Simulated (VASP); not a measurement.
# Fe (P6_3/mmc) in VASP: a series of runs

Fe is run at these levels: r2SCAN; tasks: single point.

All numbers are computed with VASP 6.6.1; they aren't measurements. Logs are shortened: lines on timing, memory, paths and dates and some standing lists are left out, and cuts for length are marked.

**1. The cell of the first run**

Symmetry: P6_3/mmc, No. 194, hexagonal system. Conventional cell: a = 2.541 Å, b = 2.541 Å, c = 4.386 Å, α = 90.00°, β = 90.00°, γ = 120.00°. Fe (site symmetry -6m2) has 12 Fe at 2.54 to 2.64 Å within 3.4 Å.

This isn't the form of Fe at room conditions, which is bcc.

**2. Single point, r2SCAN, collinear spin, antiferromagnetic start**

The input, POSCAR:

```
Fe
1.0
    2.5407632307      0.0000000000      0.0000000000
   -1.2703816153      2.2003655028      0.0000000000
    0.0000000000      0.0000000000      4.3862409167
Fe
2
Direct
    0.3333333333      0.6666666667      0.7500000000
    0.6666666667      0.3333333333      0.2500000000
```

The input, INCAR.step1:

```
  PREC = Accurate
  ENCUT = 520
  ISMEAR = 0
  SIGMA = 0.05
  LREAL = F
  LASPH = T
  NELM = 150
  ISPIN = 2
  MAGMOM = 2.5 -2.5
  LMAXMIX = 4
  NBANDS = 19
  GGA = PE
  ALGO = Normal
  EDIFF = 1E-4
  LWAVE = T
  LCHARG = F
```

The input, INCAR.step2:

```
  PREC = Accurate
  ENCUT = 520
  EDIFF = 1E-7
  ISMEAR = 0
  SIGMA = 0.05
  LREAL = F
  LASPH = T
  NELM = 150
  ALGO = Normal
  ISIF = 2
  LWAVE = F
  LCHARG = F
  ISPIN = 2
  MAGMOM = 2.5 -2.5
  LORBIT = 11
  LMAXMIX = 4
  METAGGA = R2SCAN
  LMIXTAU = T
  NBANDS = 19
  ISTART = 1
```

The input, KPOINTS:

```
Automatic mesh
0
Gamma
  18 18 10
```

Potentials or basis: VASP PAW PBE potentials, release 64 (Fe).

Started as:

```bash
> cat potpaw_PBE.64/Fe/POTCAR > POTCAR
> cp INCAR.step1 INCAR
> mpirun -np 1 vasp_std > vasp.out
> cp INCAR.step2 INCAR
> mpirun -np 1 vasp_std > vasp.out
```

OUTCAR:

```text
PREC = Accurate
   ENCUT = 520
   EDIFF = 1E-7
   ISMEAR = 0
   LREAL = F
   LASPH = T
   NELM = 150
   ISIF = 2
   ISPIN = 2
   LORBIT = 11
   METAGGA = R2SCAN
   ISTART = 1

 ion  position               nearest neighbor table
   1  0.333  0.667  0.750-   2 2.64   2 2.64   2 2.64   2 2.64   2 2.64   2 2.64
   2  0.667  0.333  0.250-   1 2.64   1 2.64   1 2.64   1 2.64   1 2.64   1 2.64

  LATTYP: Found a hexagonal cell.
 ALAT       =     2.5407632307
 C/A-ratio  =     1.7263477618

  Lattice vectors:

 A1 = (   2.5407632307,   0.0000000000,   0.0000000000)
 A2 = (  -1.2703816153,   2.2003655028,   0.0000000000)
 A3 = (   0.0000000000,   0.0000000000,   4.3862409167)

Analysis of symmetry for initial positions (statically):
=====================================================================
 Subroutine PRICEL returns:
 Original cell was already a primitive cell.

 Routine SETGRP: Setting up the symmetry group for a
 hexagonal supercell.

 Subroutine GETGRP returns: Found 24 space group operations
 (whereof 12 operations were pure point group operations)
 out of a pool of 24 trial point group operations.

The static configuration has the point symmetry D_3d.
 The point group associated with its full space group is D_6h.

Analysis of symmetry for dynamics (positions and initial velocities):
=====================================================================
 Subroutine PRICEL returns:
 Original cell was already a primitive cell.

 Routine SETGRP: Setting up the symmetry group for a
 hexagonal supercell.

 Subroutine GETGRP returns: Found 24 space group operations
 (whereof 12 operations were pure point group operations)
 out of a pool of 24 trial point group operations.

The dynamic configuration has the point symmetry D_3d.
 The point group associated with its full space group is D_6h.

Analysis of structural, dynamic, and magnetic symmetry:
=====================================================================
 Subroutine PRICEL returns:
 Original cell was already a primitive cell.

 Routine SETGRP: Setting up the symmetry group for a
 hexagonal supercell.

 Subroutine GETGRP returns: Found 24 space group operations
 (whereof 12 operations were pure point group operations)
 out of a pool of 24 trial point group operations.

The overall configuration has the point symmetry D_3d.
 The point group associated with its full space group is D_6h.

 Subroutine INISYM returns: Found 24 space group operations
 (whereof 12 operations are pure point group operations),
 and found     1 'primitive' translations

----------------------------------------------------------------------------------------

                                     Primitive cell

  volume of cell :      24.5218

  direct lattice vectors                    reciprocal lattice vectors
     2.540763231  0.000000000  0.000000000     0.393582522  0.227234975  0.000000000
    -1.270381615  2.200365503  0.000000000     0.000000000  0.454469950  0.000000000
     0.000000000  0.000000000  4.386240917     0.000000000  0.000000000  0.227985653

  length of vectors
     2.540763231  2.540763231  4.386240917     0.454469950  0.454469950  0.227985653

  position of ions in fractional coordinates (direct lattice)
     0.333333333  0.666666667  0.750000000
     0.666666667  0.333333333  0.250000000

  ion indices of the primitive-cell ions
   primitive index   ion index
                 1           1
                 2           2

----------------------------------------------------------------------------------------

 KPOINTS: Automatic mesh

Automatic generation of k-mesh.
 Grid dimensions read from file:
 generate k-points for:   18   18   10

 Generating k-lattice:

  Cartesian coordinates                     Fractional coordinates (reciprocal lattice)
     0.021865696  0.012624165  0.000000000     0.055555556  0.000000000  0.000000000
     0.000000000  0.025248331  0.000000000     0.000000000  0.055555556  0.000000000
     0.000000000  0.000000000  0.022798565     0.000000000  0.000000000  0.100000000

  Length of vectors
     0.025248331  0.025248331  0.022798565

  Shift w.r.t. Gamma in fractional coordinates (k-lattice)
     0.000000000  0.000000000  0.000000000

 Subroutine IBZKPT returns following result:
 ===========================================

 Found    222 irreducible k-points:

 Following reciprocal coordinates:
            Coordinates               Weight
  0.000000  0.000000  0.000000      1.000000
  0.055556  0.000000  0.000000      6.000000
  0.111111  0.000000  0.000000      6.000000
  0.166667 -0.000000  0.000000      6.000000
  0.222222  0.000000  0.000000      6.000000
  0.277778  0.000000  0.000000      6.000000
[... 16 lines left out ...]
  0.333333  0.111111  0.000000     12.000000
  0.388889  0.111111  0.000000     12.000000
 [... further k-points ...]
   k-points           NKPTS =    222   k-points in BZ     NKDIM =    222   number of bands    NBANDS=     19
   number of dos      NEDOS =    301   number of ions     NIONS =      2
   total plane-waves  NPLWV =  14400
   dimension x,y,z NGX =    20 NGY =   20 NGZ =   36
   dimension x,y,z NGXF=    40 NGYF=   40 NGZF=   72
   ions per type =               2
   NGX,Y,Z   is equivalent  to a cutoff of  13.09, 13.09, 13.64 a.u.
   NGXF,Y,Z  is equivalent  to a cutoff of  26.17, 26.17, 27.29 a.u.
 SYSTEM =  unknown system
   PREC   = accura    normal or accurate (medium, high low for compatibility)
   ISTART =      1    job   : 0-new  1-cont  2-samecut
   ICHARG =      0    charge: 1-file 2-atom 10-const
   ISPIN  =      2    spin polarized calculation?
   LNONCOLLINEAR =      F non collinear calculations
   LSORBIT =      F    spin-orbit coupling
   LASPH  =      T    aspherical Exc in radial PAW
   ENCUT  =  520.0 eV  38.22 Ry    6.18 a.u.   4.72  4.72  8.16*2*pi/ulx,y,z
   NELM   =    150;   NELMIN=  2; NELMDL=  0     # of ELM steps
   EDIFF  = 0.1E-06   stopping-criterion for ELM
   LREAL  =      F    real-space projection
   EDIFFG = 0.1E-05   stopping-criterion for IOM
   NSW    =      0    number of steps for IOM
   IBRION =     -1    ionic relax: 0-MD 1-quasi-New 2-CG
   NFREE  =      0    steps in history (QN), initial steepest desc. (CG)
   ISIF   =      2    stress and relaxation
   ISYM   =      2    0-nonsym 1-usesym 2-fastsym
   POTIM  = 0.5000    time-step for ionic-motion
   TEBEG  =    0.0;   TEEND  =   0.0 temperature during run
   PSTRESS=    0.0 pullay stress
   NELECT =      16.0000    total number of electrons
   NUPDOWN=      -1.0000    fix difference up-down
   EMIN   =  10.00;   EMAX   =-10.00  energy-range for DOS
   EFERMI =   0.00;   METHOD = LEGACY
   ISMEAR =     0;   SIGMA  =   0.05  broadening in eV -4-tet -1-fermi 0-gaus
   EFERMI_NEDOS =   21; number of points for ismear=-14 and -15
   IALGO  =     38    algorithm
   IMIX   =      4    mixing-type and parameters
     AMIX     =   0.40;   BMIX     =  1.00
     AMIX_MAG =   1.60;   BMIX_MAG =  1.00
  volume/ion in A,a.u.               =      12.26        82.74
  Fermi-wavevector in a.u.,A,eV,Ry     =   1.419921  2.683262 27.431753  2.016177
  Thomas-Fermi vector in A             =   2.540891
   LORBIT       =     11    0 simple, 1 ext, 2 COOP (PROOUT), +10 PAW based schemes
   METAGGA = R2SCAN    functional components
   LHFCALC =     F    Hartree Fock is set to
   AEXX    =    0.0000 exact exchange contribution
   IVDW    =     0    specifies the selected vdW correction
   LEPSILON=     F    determine dielectric tensor
   LRPA    =     F    only Hartree local field effects (RPA)
 spin polarized calculation
 Gauss-broadening in eV      SIGMA  =   0.05
  energy-cutoff  :      520.00
  volume of cell :       24.52
 maximum number of plane-waves:       681
 NGX is ok and might be reduce to    20
   NGX =  9   NGY =  9   NGZ = 17

 number of electron      15.9999995 magnetization      -0.0000000

 number of electron      15.9999995 magnetization       0.0000000

 Free energy of the ion-electron system (eV)
  ---------------------------------------------------
  ext. energy  EPLUGINS =         0.00000000
  ---------------------------------------------------
  free energy    TOTEN  =       -27.90374230 eV

  energy without entropy =      -27.90000512  energy(sigma->0) =      -27.90187371

 E-fermi :   5.5374     XC(G=0): -13.7784

 val. band max:        5.5369466581   @ k =   0.4444   0.0000   0.3000
 cond. band min:       5.5393098953   @ k =   0.2778   0.0000   0.1000
 fundamental gap:      0.0023632372
 Fermi energy:         5.5373981514

 spin component 1

 k-point     1 :       0.0000    0.0000    0.0000
  band No.  band energies     occupation
      1      -3.4761      1.00000
      2       0.2459      1.00000
      3       2.3931      1.00000
      4       2.3931      1.00000
      5       3.1782      1.00000
      6       3.1783      1.00000
[... 11 lines left out ...]
     18      30.6952      0.00000
     19      31.7024      0.00000
[... 485 lines left out ...]
 k-point    24 :       0.3889    0.1111    0.0000
  band No.  band energies     occupation
      1       0.6318      1.00000
      2       0.9425      1.00000
      3       1.5103      1.00000
      4       2.5080      1.00000
      5       2.8214      1.00000
      6       4.0503      1.00000
[... 11 lines left out ...]
     18      25.0586      0.00000
     19      27.6492      0.00000

 [... further k-points ...]

 spin component 2

 k-point     1 :       0.0000    0.0000    0.0000
  band No.  band energies     occupation
      1      -3.4761      1.00000
      2       0.2459      1.00000
      3       2.3931      1.00000
      4       2.3931      1.00000
      5       3.1782      1.00000
      6       3.1783      1.00000
[... 11 lines left out ...]
     18      30.6952      0.00000
     19      31.7024      0.00000
[... 485 lines left out ...]
 k-point    24 :       0.3889    0.1111    0.0000
  band No.  band energies     occupation
      1       0.6318      1.00000
      2       0.9425      1.00000
      3       1.5103      1.00000
      4       2.5080      1.00000
      5       2.8214      1.00000
      6       4.0503      1.00000
[... 11 lines left out ...]
     18      25.0586      0.00000
     19      27.6492      0.00000

 [... further k-points ...]

------------------------ aborting loop because EDIFF is reached ----------------------------------------

  FORCE on cell =-STRESS in cart. coord.  units (eV):
  Direction    XX          YY          ZZ          XY          YZ          ZX
  --------------------------------------------------------------------------------------
  -------------------------------------------------------------------------------------
  Total       -0.9170374     -0.9170374     -0.6793269     -0.0000000     -0.0000000      0.0000000
  in kB      -59.9164547    -59.9164547    -44.3851720     -0.0000000     -0.0000000      0.0000000
  external PRESSURE =     -54.7393604 kB  Pullay stress =       0.0000000 kB

 VOLUME and BASIS-vectors are now :
 -----------------------------------------------------------------------------
  energy-cutoff  :      520.00
  volume of cell :       24.52
      direct lattice vectors                 reciprocal lattice vectors
     2.540763231  0.000000000  0.000000000     0.393582522  0.227234975  0.000000000
    -1.270381615  2.200365503  0.000000000     0.000000000  0.454469950  0.000000000
     0.000000000  0.000000000  4.386240917     0.000000000  0.000000000  0.227985653

 POSITION                                       TOTAL-FORCE (eV/Angst)
 -----------------------------------------------------------------------------------
     -0.00000      1.46691      3.28968         0.000000      0.000000      0.000000
      1.27038      0.73346      1.09656        -0.000000      0.000000      0.000000
 -----------------------------------------------------------------------------------
    total drift:                               -0.000000      0.000000     -0.000000

  FREE ENERGIE OF THE ION-ELECTRON SYSTEM (eV)
  ---------------------------------------------------
  free  energy   TOTEN  =       -27.9037422973 eV

  energy  without entropy=      -27.9000051235  energy(sigma->0) =      -27.90187371

 total charge

# of ion       s       p       d       tot
------------------------------------------
    1        0.481   0.536   6.107   7.124
    2        0.481   0.536   6.107   7.124
--------------------------------------------------
tot          0.962   1.072  12.214  14.248

 magnetization (x)

# of ion       s       p       d       tot
------------------------------------------
    1        0.016   0.019   2.757   2.792
    2       -0.016  -0.019  -2.757  -2.792
--------------------------------------------------
tot          0.000   0.000   0.000   0.000
```

Run time: 30 min. Hardware: 1 thread of Oxide Virtual Turin-like, shared host; peak memory 0.23 GiB.

Results:

```yaml
Free_energy: -27.9037 eV
Pressure: -5.5 GPa
Band_gap_on_the_k_mesh: zero (filled and empty bands overlap)
Net_moment: 0.00 μB per cell
Site_moments: Fe +2.79, -2.79 μB
Valence_electrons_inside_the_program's_atomic_spheres: Fe 7.12
```

Caveat: the cell stands under tension; the antiferromagnetic order is the one typed at the start, and another may lie lower; the PAW data sets were made with another functional, which shifts forces and pressure a little.

**3. Single point, r2SCAN, collinear spin, ferromagnetic start**

POSCAR is that of step 2.

The input, INCAR.step1:

```
ALGO = Normal ; EDIFF = 1E-4
ENCUT = 520 ; GGA = PE
ISMEAR = 0 ; ISPIN = 2
LASPH = T ; LCHARG = F
LMAXMIX = 4 ; LREAL = F
LWAVE = T ; MAGMOM = 0.5 0.5
NBANDS = 19 ; NELM = 150
PREC = Accurate ; SIGMA = 0.05
```

The input, INCAR.step2:

```
ALGO = Normal ; EDIFF = 1E-6
ENCUT = 520 ; ISIF = 2
ISMEAR = 0 ; ISPIN = 2
ISTART = 1 ; LASPH = T
LCHARG = F ; LMAXMIX = 4
LMIXTAU = T ; LORBIT = 11
LREAL = F ; LWAVE = F
MAGMOM = 0.5 0.5 ; METAGGA = R2SCAN
NBANDS = 19 ; NELM = 150
PREC = Accurate ; SIGMA = 0.05
```

The input, KPOINTS:

```
k-points
0
Gamma
  18 18 10
```

Potentials or basis: VASP PAW PBE potentials, release 64 (Fe).

Started as:

```bash
> cat potpaw_PBE.64/Fe/POTCAR > POTCAR
> cp INCAR.step1 INCAR
> mpirun -np 1 vasp_std > vasp.out
> cp INCAR.step2 INCAR
> mpirun -np 1 vasp_std > vasp.out
```

Wall time 15 min (1 thread of Oxide Virtual Turin-like, shared host); peak memory 0.23 GiB.

The run converged. Its results:

| Quantity | Value |
| --- | --- |
| Free energy | -26.5112 eV |
| Pressure | -40.7 GPa |
| Band gap on the k mesh | zero (filled and empty bands overlap) |
| Net moment | -0.01 μB per cell |
| Valence electrons inside the program's atomic spheres | Fe 7.13 |

Stress tensor (GPa, compression positive):
```
-33.23   0.00   0.00
  0.00 -33.23   0.00
  0.00   0.00 -55.69
```

Levels at points of the mesh, in eV from the Fermi level:
Spin up:
| k point | band 5 | band 6 | band 7 | band 8 | band 9 | band 10 | band 11 | band 12 |
| --- | --- | --- | --- | --- | --- | --- | --- | --- |
| (0.00, 0.00, 0.00) | -1.24 | -0.99 | -0.99 | -0.47 | -0.33 | -0.33 | 0.56 | 0.56 |
| (0.50, 0.00, 0.00) | -1.46 | -1.17 | -1.08 | 0.68 | 0.87 | 0.98 | 2.31 | 4.24 |
| (0.00, 0.00, 0.50) | -1.25 | -1.25 | -1.25 | -1.25 | 0.26 | 0.26 | 0.26 | 0.26 |
| (0.50, 0.00, 0.50) | -0.33 | -0.33 | 0.13 | 0.13 | 0.93 | 0.93 | 2.16 | 2.16 |
Spin down:
```tsv
k point	band 5	band 6	band 7	band 8	band 9	band 10	band 11	band 12
(0.00, 0.00, 0.00)	-1.25	-1.00	-1.00	-0.47	-0.34	-0.34	0.56	0.56
(0.50, 0.00, 0.00)	-1.46	-1.17	-1.08	0.67	0.87	0.97	2.31	4.24
(0.00, 0.00, 0.50)	-1.26	-1.26	-1.25	-1.25	0.25	0.25	0.25	0.25
(0.50, 0.00, 0.50)	-0.34	-0.34	0.13	0.13	0.93	0.93	2.16	2.16
```

Caveat: the stress differs along the axes, from -56 to -33 GPa; the PAW data sets were made with another functional, which shifts forces and pressure a little.
